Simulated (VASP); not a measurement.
Os, 2 atoms in the cell. Symmetry: P6_3/mmc, No. 194, hexagonal system. The conventional cell has a = 2.678 Å, b = 2.678 Å, c = 4.232 Å, α = 90.00°, β = 90.00°, γ = 120.00°. Os (site symmetry -6m2) has 12 Os at 2.62 to 2.68 Å within 3.5 Å.  This cell differs from its parent crystal: volume scaled by 0.94.

* Program: VASP 6.6.1
* Task: electric field gradients
* Functional: PBEsol
* Potentials or basis: VASP PAW PBE potentials, release 64 (Os)
* Cutoff: 520 eV
* k mesh: 17 × 17 × 10
* Occupations: fermi-dirac, width 0.08 eV
* Spin: no spin polarisation
* Dipole correction: no
* Further INCAR settings: ALGO = Normal; EDIFF = 1e-08; NBANDS = 15

Potentials or basis: VASP PAW PBE potentials, release 64 (Os).

Run with:

```sh
$ cat potpaw_PBE.64/Os/POTCAR > POTCAR
$ mpirun -np 1 vasp_std > vasp.out
```

Hardware: 1 thread of Intel(R) Xeon(R) Platinum 8375C CPU @ 2.90GHz (Ice Lake), with other jobs on the host.

**Question.** How long does it take, and how much memory?

**Answer.** Wall time 57 s on 1 thread of Intel(R) Xeon(R) Platinum 8375C CPU @ 2.90GHz (Ice Lake) (shared host), peak memory 0.19 GiB. Counts: scf iterations 15, k points 198.
